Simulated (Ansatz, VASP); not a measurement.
# One calculation of ZnSe, two programs

```
Zn Se
1.0
     0.00000    2.81783    2.81783
     2.81783    0.00000    2.81783
     2.81783    2.81783    0.00000
Zn Se
1 1
Cartesian
  0.0000 0.0000 0.0000
  1.4089 1.4089 1.4089
```

Alike in both runs: functional PBEsol; k mesh 8 × 8 × 8; occupations gaussian, width 0.02 eV; no spin polarisation.

Ansatz relaxed the structure, and its values are those at the end. VASP's run is a single point on that final structure, the one shown.

|  | VASP | Ansatz |
| --- | --- | --- |
| version | VASP 6.6.1 | Ansatz 0.2.0 |
| potentials or method | VASP PAW PBE potentials, release 64 (Zn, Se), cutoff 500 eV | scalar-relativistic, plane waves, PAW |
| valence electrons in the cell | 18 | 28 |

|  | VASP | Ansatz | Ansatz less VASP |
| --- | --- | --- | --- |
| gap on the k mesh at the Fermi level (eV) | 1.24 | 1.23 | -0.004 |
| least direct gap on the mesh (eV) | 1.24 | 1.23 | -0.004 |
| pressure (GPa) | 0.2 | -0.1 | -0.26 |

VASP's potentials were made for PBE, not for PBEsol. The functional is the same, so the differences come from potentials, cutoffs and numerics. VASP's potentials hold 18 valence electrons a cell and Ansatz's 28, so a difference there can come from the potentials and not from the codes.
